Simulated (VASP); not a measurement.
# Rb (Pm-3m) in VASP: single point with PBEsol

Aim: the single point of Rb with PBEsol.

All numbers are computed with VASP 6.6.1; they aren't measurements. Logs are shortened: lines on timing, memory, paths and dates and some standing lists are left out, and cuts for length are marked.

### Step 1. The cell of the first run

The structure is cubic, space group Pm-3m (No. 221). Conventional cell: a = 4.454 Å, b = 4.454 Å, c = 4.454 Å, α = 90.00°, β = 90.00°, γ = 90.00°. Within 5.8 Å of Rb (site symmetry m-3m) lie 6 Rb at 4.45 Å.

### Step 2. Single point, PBEsol

Contents of INCAR:

```
ALGO = Fast ; EDIFF = 1E-7
ENCUT = 520 ; GGA = PS
ISIF = 2 ; ISMEAR = 0
LASPH = T ; LCHARG = T
LELF = T ; LREAL = F
LVHAR = T ; LWAVE = F
NBANDS = 10 ; NELM = 80
PREC = Accurate ; SIGMA = 0.15
```

Contents of KPOINTS:

```
k-points
0
Gamma
  14 14 14
```

Contents of POSCAR:

```
Rb
1.0
   -1.4847491173      2.9694982345      2.9694982345
    2.9694982345     -1.4847491173      2.9694982345
    2.9694982345      2.9694982345     -1.4847491173
Rb
1
Direct
    0.0000000000      0.0000000000      0.0000000000
```

Potentials or basis: VASP PAW PBE potentials, release 64 (Rb_sv).

The run is started by

```sh
$ cat potpaw_PBE.64/Rb_sv/POTCAR > POTCAR
$ mpirun -np 1 vasp_std > vasp.out
```

OUTCAR:

```text
EDIFF = 1E-7
   ENCUT = 520
   GGA = PS
   ISIF = 2
   ISMEAR = 0
   LASPH = T
   LREAL = F
   NELM = 80
   PREC = Accurate

 ion  position               nearest neighbor table
   1  0.000  0.000  0.000-

  LATTYP: Found a simple cubic cell.
 ALAT       =     4.4542473518

  Lattice vectors:

 A1 = (  -1.4847491173,   2.9694982345,   2.9694982345)
 A2 = (   2.9694982345,  -1.4847491173,   2.9694982345)
 A3 = (   2.9694982345,   2.9694982345,  -1.4847491173)

Analysis of symmetry for initial positions (statically):
=====================================================================
 Subroutine PRICEL returns:
 Original cell was already a primitive cell.

 Routine SETGRP: Setting up the symmetry group for a
 simple cubic supercell.

 Subroutine GETGRP returns: Found 48 space group operations
 (whereof 48 operations were pure point group operations)
 out of a pool of 48 trial point group operations.

The static configuration has the point symmetry O_h .

Analysis of symmetry for dynamics (positions and initial velocities):
=====================================================================
 Subroutine PRICEL returns:
 Original cell was already a primitive cell.

 Routine SETGRP: Setting up the symmetry group for a
 simple cubic supercell.

 Subroutine GETGRP returns: Found 48 space group operations
 (whereof 48 operations were pure point group operations)
 out of a pool of 48 trial point group operations.

The dynamic configuration has the point symmetry O_h .

 Subroutine INISYM returns: Found 48 space group operations
 (whereof 48 operations are pure point group operations),
 and found     1 'primitive' translations

----------------------------------------------------------------------------------------

                                     Primitive cell

  volume of cell :      88.3737

  direct lattice vectors                    reciprocal lattice vectors
    -1.484749117  2.969498235  2.969498235    -0.074834940  0.149669880  0.149669880
     2.969498235 -1.484749117  2.969498235     0.149669880 -0.074834940  0.149669880
     2.969498235  2.969498235 -1.484749117     0.149669880  0.149669880 -0.074834940

  length of vectors
     4.454247352  4.454247352  4.454247352     0.224504820  0.224504820  0.224504820

  position of ions in fractional coordinates (direct lattice)
     0.000000000  0.000000000  0.000000000

  ion indices of the primitive-cell ions
   primitive index   ion index
                 1           1

----------------------------------------------------------------------------------------

 KPOINTS: k-points

Automatic generation of k-mesh.
 Grid dimensions read from file:
 generate k-points for:   14   14   14

 Generating k-lattice:

  Cartesian coordinates                     Fractional coordinates (reciprocal lattice)
    -0.005345353  0.010690706  0.010690706     0.071428571  0.000000000 -0.000000000
     0.010690706 -0.005345353  0.010690706     0.000000000  0.071428571 -0.000000000
     0.010690706  0.010690706 -0.005345353    -0.000000000 -0.000000000  0.071428571

  Length of vectors
     0.016036059  0.016036059  0.016036059

  Shift w.r.t. Gamma in fractional coordinates (k-lattice)
     0.000000000  0.000000000  0.000000000

 Subroutine IBZKPT returns following result:
 ===========================================

 Found    120 irreducible k-points:

 Following reciprocal coordinates:
            Coordinates               Weight
  0.000000  0.000000  0.000000      1.000000
  0.071429  0.000000  0.000000      6.000000
  0.142857  0.000000  0.000000      6.000000
  0.214286  0.000000  0.000000      6.000000
  0.285714 -0.000000 -0.000000      6.000000
  0.357143 -0.000000 -0.000000      6.000000
[... 16 lines left out ...]
  0.285714  0.214286  0.000000     24.000000
  0.357143  0.214286 -0.000000     24.000000
 [... further k-points ...]
   k-points           NKPTS =    120   k-points in BZ     NKDIM =    120   number of bands    NBANDS=     10
   number of dos      NEDOS =    301   number of ions     NIONS =      1
   total plane-waves  NPLWV =  46656
   dimension x,y,z NGX =    36 NGY =   36 NGZ =   36
   dimension x,y,z NGXF=    72 NGYF=   72 NGZF=   72
   ions per type =               1
   NGX,Y,Z   is equivalent  to a cutoff of  13.44, 13.44, 13.44 a.u.
   NGXF,Y,Z  is equivalent  to a cutoff of  26.87, 26.87, 26.87 a.u.
 SYSTEM =  unknown system
   PREC   = accura    normal or accurate (medium, high low for compatibility)
   ISTART =      0    job   : 0-new  1-cont  2-samecut
   ICHARG =      2    charge: 1-file 2-atom 10-const
   ISPIN  =      1    spin polarized calculation?
   LNONCOLLINEAR =      F non collinear calculations
   LSORBIT =      F    spin-orbit coupling
   LASPH  =      T    aspherical Exc in radial PAW
   ENCUT  =  520.0 eV  38.22 Ry    6.18 a.u.   8.28  8.28  8.28*2*pi/ulx,y,z
   NELM   =     80;   NELMIN=  2; NELMDL= -5     # of ELM steps
   EDIFF  = 0.1E-06   stopping-criterion for ELM
   LREAL  =      F    real-space projection
   EDIFFG = 0.1E-05   stopping-criterion for IOM
   NSW    =      0    number of steps for IOM
   IBRION =     -1    ionic relax: 0-MD 1-quasi-New 2-CG
   NFREE  =      0    steps in history (QN), initial steepest desc. (CG)
   ISIF   =      2    stress and relaxation
   ISYM   =      2    0-nonsym 1-usesym 2-fastsym
   POTIM  = 0.5000    time-step for ionic-motion
   TEBEG  =    0.0;   TEEND  =   0.0 temperature during run
   PSTRESS=    0.0 pullay stress
   NELECT =       9.0000    total number of electrons
   NUPDOWN=      -1.0000    fix difference up-down
   EMIN   =  10.00;   EMAX   =-10.00  energy-range for DOS
   EFERMI =   0.00;   METHOD = LEGACY
   ISMEAR =     0;   SIGMA  =   0.15  broadening in eV -4-tet -1-fermi 0-gaus
   EFERMI_NEDOS =   21; number of points for ismear=-14 and -15
   IALGO  =     68    algorithm
   IMIX   =      4    mixing-type and parameters
     AMIX     =   0.40;   BMIX     =  1.00
     AMIX_MAG =   1.60;   BMIX_MAG =  1.00
  volume/ion in A,a.u.               =      88.37       596.38
  Fermi-wavevector in a.u.,A,eV,Ry     =   0.764507  1.444708  7.952205  0.584471
  Thomas-Fermi vector in A             =   1.864423
   LORBIT       =      0    0 simple, 1 ext, 2 COOP (PROOUT), +10 PAW based schemes
   GGA     = PS    functional components
   LHFCALC =     F    Hartree Fock is set to
   AEXX    =    0.0000 exact exchange contribution
   IVDW    =     0    specifies the selected vdW correction
   LEPSILON=     F    determine dielectric tensor
   LRPA    =     F    only Hartree local field effects (RPA)
 non-spin polarized calculation
 RMM-DIIS sequential band-by-band and
 Gauss-broadening in eV      SIGMA  =   0.15
  energy-cutoff  :      520.00
  volume of cell :       88.37
 maximum number of plane-waves:      2408
 NGX is ok and might be reduce to    36
   NGX = 17   NGY = 17   NGZ = 17

 number of electron       9.0000000 magnetization

 Free energy of the ion-electron system (eV)
  ---------------------------------------------------
  ext. energy  EPLUGINS =         0.00000000
  ---------------------------------------------------
  free energy    TOTEN  =        -0.92895150 eV

  energy without entropy =       -0.91974872  energy(sigma->0) =       -0.92435011

 E-fermi :   0.0375     XC(G=0):  -5.5868

 val. band max:       -0.0021450251   @ k =   0.4286   0.2143   0.0714
 cond. band min:       0.0780212742   @ k =   0.2857   0.2857   0.2857
 fundamental gap:      0.0801662993
 Fermi energy:         0.0375420281

 k-point     1 :       0.0000    0.0000    0.0000
  band No.  band energies     occupation
      1     -28.9680      2.00000
      2     -12.9878      2.00000
      3     -12.9878      2.00000
      4     -12.9878      2.00000
      5      -1.9834      2.00000
      6       2.3511      0.00000
      7       2.3511      0.00000
      8       6.1358      0.00000
      9       6.1371      0.00000
     10       6.1416      0.00000

 k-point     2 :       0.0714    0.0000    0.0000
  band No.  band energies     occupation
      1     -28.9677      2.00000
      2     -12.9965      2.00000
      3     -12.9871      2.00000
      4     -12.9871      2.00000
      5      -1.9339      2.00000
      6       2.3377      0.00000
      7       2.3749      0.00000
      8       5.7101      0.00000
      9       5.7105      0.00000
     10       5.8872      0.00000

 k-point     3 :       0.1429    0.0000    0.0000
  band No.  band energies     occupation
      1     -28.9667      2.00000
      2     -13.0206      2.00000
      3     -12.9851      2.00000
      4     -12.9851      2.00000
      5      -1.7879      2.00000
      6       2.2644      0.00000
      7       2.4441      0.00000
      8       5.3022      0.00000
      9       5.3022      0.00000
     10       5.5108      0.00000

 k-point     4 :       0.2143    0.0000    0.0000
  band No.  band energies     occupation
      1     -28.9653      2.00000
      2     -13.0549      2.00000
      3     -12.9821      2.00000
      4     -12.9821      2.00000
      5      -1.5524      2.00000
      6       2.0579      0.00000
      7       2.5518      0.00000
      8       4.9434      0.00000
      9       4.9434      0.00000
     10       5.3460      0.00000
[... 222 lines left out ...]
 k-point    22 :       0.2143    0.2143    0.0000
  band No.  band energies     occupation
      1     -28.9625      2.00000
      2     -13.0504      2.00000
      3     -13.0455      2.00000
      4     -12.9765      2.00000
      5      -1.1356      2.00000
      6       2.2870      0.00000
      7       2.3316      0.00000
      8       3.8763      0.00000
      9       4.9027      0.00000
     10       5.4998      0.00000

 k-point    23 :       0.2857    0.2143    0.0000
  band No.  band energies     occupation
      1     -28.9609      2.00000
      2     -13.0851      2.00000
      3     -13.0438      2.00000
      4     -12.9733      2.00000
      5      -0.8323      2.00000
      6       1.9212      0.00000
      7       2.4945      0.00000
      8       3.7478      0.00000
      9       4.7553      0.00000
     10       5.4311      0.00000

 k-point    24 :       0.3571    0.2143   -0.0000
  band No.  band energies     occupation
      1     -28.9595      2.00000
      2     -13.1179      2.00000
      3     -13.0403      2.00000
      4     -12.9703      2.00000
      5      -0.4644      2.00000
      6       1.4380      0.00000
      7       2.7023      0.00000
      8       3.6301      0.00000
      9       4.5856      0.00000
     10       5.4501      0.00000

 [... further k-points ...]
[... 5 lines left out ...]
  --------------------------------------------------------------------------------------
  -------------------------------------------------------------------------------------
  Total        0.0779472      0.0779472      0.0779472     -0.0000000     -0.0000000     -0.0000000
  in kB        1.4131497      1.4131497      1.4131497     -0.0000000     -0.0000000     -0.0000000
  external PRESSURE =       1.4131497 kB  Pullay stress =       0.0000000 kB

 VOLUME and BASIS-vectors are now :
 -----------------------------------------------------------------------------
  energy-cutoff  :      520.00
  volume of cell :       88.37
      direct lattice vectors                 reciprocal lattice vectors
    -1.484749117  2.969498235  2.969498235    -0.074834940  0.149669880  0.149669880
     2.969498235 -1.484749117  2.969498235     0.149669880 -0.074834940  0.149669880
     2.969498235  2.969498235 -1.484749117     0.149669880  0.149669880 -0.074834940

 POSITION                                       TOTAL-FORCE (eV/Angst)
 -----------------------------------------------------------------------------------
      0.00000      0.00000      0.00000        -0.000000      0.000000      0.000000
 -----------------------------------------------------------------------------------
    total drift:                               -0.000000      0.000000      0.000000

  FREE ENERGIE OF THE ION-ELECTRON SYSTEM (eV)
  ---------------------------------------------------
  free  energy   TOTEN  =        -0.9289515005 eV

  energy  without entropy=       -0.9197487239  energy(sigma->0) =       -0.92435011
```

Run time: 73 s. Hardware: 1 thread of Intel Xeon Platinum 8375C at 2.90GHz (Ice Lake), shared host; peak memory 0.26 GiB.

Results:

| Item | Value |
| --- | --- |
| Free energy | -0.9290 eV |
| Pressure | 0.1 GPa |

Caveat: the PAW data sets were made with another functional, which shifts forces and pressure a little.
